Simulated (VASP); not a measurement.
Crystal: HfS2.

```
CELL_PARAMETERS angstrom
3.55769 0.00000 0.00000
-1.77885 3.08105 0.00000
0.00000 0.00000 5.93541
ATOMIC_POSITIONS crystal
Hf 0.00000 0.00000 0.00000
S 0.33333 0.66667 0.24769
S 0.66667 0.33333 0.75231
```

This cell differs from its parent crystal: epitaxial xy strain -2.0%.

Base run:

| Item | Value |
| --- | --- |
| Program | VASP 6.6.1 |
| Functional | r2SCAN |
| Potentials or basis | VASP PAW PBE potentials, release 64 (Hf_pv, S) |
| Cutoff | 550 eV |
| k mesh | 12 × 12 × 4 |
| Occupations | gaussian, width 0.01 eV |
| Spin | no spin polarisation |

Its results: band gap on the k mesh 1.22 eV (least direct gap 2.22 eV); pressure 2.8 GPa; largest force 0.129 eV/Å.

Problem. The run is repeated on the same cell with these changes: functional from r2SCAN to PBE; cutoff from 550 eV to 500 eV; k mesh from 12 × 12 × 4 to 6 × 6 × 2. What comes out?

Solution. Band gap on the k mesh 0.87 eV (least direct gap 1.86 eV); pressure 4.2 GPa; largest force 0.056 eV/Å.

Several settings changed at once.

Caveats: some runs use coarse meshes; spin-orbit coupling is left out, which moves the levels of the heavy elements; the PAW data sets were made with another functional, which shifts forces and pressure a little (at least some runs); this functional lacks dispersion, which binds the layers, so the pressure and a relaxed spacing across them are unreliable (at least some runs).

A k mesh can miss the band edges.
